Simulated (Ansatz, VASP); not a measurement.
**Li2P in VASP and in Ansatz**

```
Li P
1.0
    -2.06917    2.06917    5.74821
     2.06917   -2.06917    5.74821
     2.06917    2.06917   -5.74821
Li P
4 2
Direct
  0.50000 0.00000 0.50000
  0.00000 0.50000 0.50000
  0.32264 0.32264 0.00000
  0.67736 0.67736 0.00000
  0.10333 0.10333 0.00000
  0.89667 0.89667 0.00000
```

Alike in both runs: functional PBE; k mesh 6 × 6 × 6; occupations gaussian, width 0.1 eV; no spin polarisation.

Ansatz relaxed the structure, and its values are those at the end. VASP's run is a single point on that final structure, the one shown.

```csv
,VASP,Ansatz
version,VASP 6.6.1,Ansatz 0.2.0
potentials or method,"VASP PAW PBE potentials, release 64 (Li_sv, P), cutoff 520 eV","scalar-relativistic, plane waves, PAW"
valence electrons in the cell,22,22
```

VASP gave:

* gap on the k mesh at the Fermi level (eV): none
* rms of the force components (eV/Å): 0.010

Q: Estimate Ansatz's values.

A: gap on the k mesh at the Fermi level (eV): none; rms of the force components (eV/Å): 0.012.

A gap of «none» marks a metal or a gap that the smearing closes.

Noted on VASP's run: the cutoff is short for stress, so the pressure is rough.
